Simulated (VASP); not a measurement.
Set up this calculation in VASP 6.6.1, as the native input.

```
Task                   : single point
Functional             : PBE
Potentials or basis    : VASP PAW PBE potentials, release 64 (Na_pv, F)
Cutoff                 : 600 eV
k mesh                 : 2 × 2 × 2
Occupations            : gaussian, width 0.01 eV
Spin                   : no spin polarisation
Dipole correction      : no
Further INCAR settings : ALGO = Normal; EDIFF = 1e-06; NBANDS = 14
```

The structure of NaF lies in POSCAR:

```
NaF
1.0
    0.0000000000      2.3247172400      2.3247172400
    2.3247172400      0.0000000000      2.3247172400
    2.3247172400      2.3247172400      0.0000000000
Na F
1 1
Direct
    0.0000000000      0.0000000000      0.0000000000
    0.5000000000      0.5000000000      0.5000000000
```

One way to write it, as run:

INCAR

```
SYSTEM = NaF
ALGO = Normal
EDIFF = 1E-6
ENCUT = 600
GGA = PE
GGA_COMPAT = .False.
ISIF = 2
ISMEAR = 0
LASPH = .True.
LCHARG = .False.
LREAL = .False.
LWAVE = .False.
NBANDS = 14
NELM = 120
PREC = Accurate
SIGMA = 0.01
```

KPOINTS

```
k-points
0
Gamma
  2 2 2
  0 0 0
```

Potentials or basis: VASP PAW PBE potentials, release 64 (Na_pv, F).

Launch:

```sh
$ cat potpaw_PBE.64/Na_pv/POTCAR potpaw_PBE.64/F/POTCAR > POTCAR
$ mpirun -np 1 vasp_std > vasp.out
```

Results of the run:

- Pressure: 2.6 GPa
- Band gap on the k mesh: 6.15 eV

Caveat: the k points lie up to 1.17 Å⁻¹ apart.

Wall time 5.8 s on 1 thread of Intel Xeon 8259CL, with other jobs on the host, peak memory 0.14 GiB.
